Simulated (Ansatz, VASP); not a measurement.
**W2N: VASP beside Ansatz**

```
W N
1.0
    -1.36272    1.36272    4.88316
     1.36272   -1.36272    4.88316
     1.36272    1.36272   -4.88316
W N
2 1
Direct
  0.63907 0.63907 0.00000
  0.36093 0.36093 0.00000
  0.00000 0.00000 0.00000
```

Alike in both runs: functional PBE; k mesh 6 × 6 × 6; occupations gaussian, width 0.1 eV; no spin polarisation.

Ansatz relaxed the structure, and its values are those at the end. VASP's run is a single point on that final structure, the one shown.

|  | VASP | Ansatz |
| --- | --- | --- |
| version | VASP 6.6.1 | Ansatz 0.2.0 |
| potentials or method | VASP PAW PBE potentials, release 64 (W_sv, N_h), cutoff 1330 eV | scalar-relativistic, plane waves, PAW |
| valence electrons in the cell | 33 | 33 |

```tsv
	VASP	Ansatz	Ansatz less VASP
gap on the k mesh at the Fermi level (eV)	none	none	-
pressure (GPa)	1.1	0.0	-1.12
rms of the force components (eV/Å)	0.026	0.002	-0.0244
```

A gap of «none» marks a metal or a gap that the smearing closes.

The k mesh is coarse, so the values compare programs but aren't converged. Neither program's run includes spin-orbit coupling.
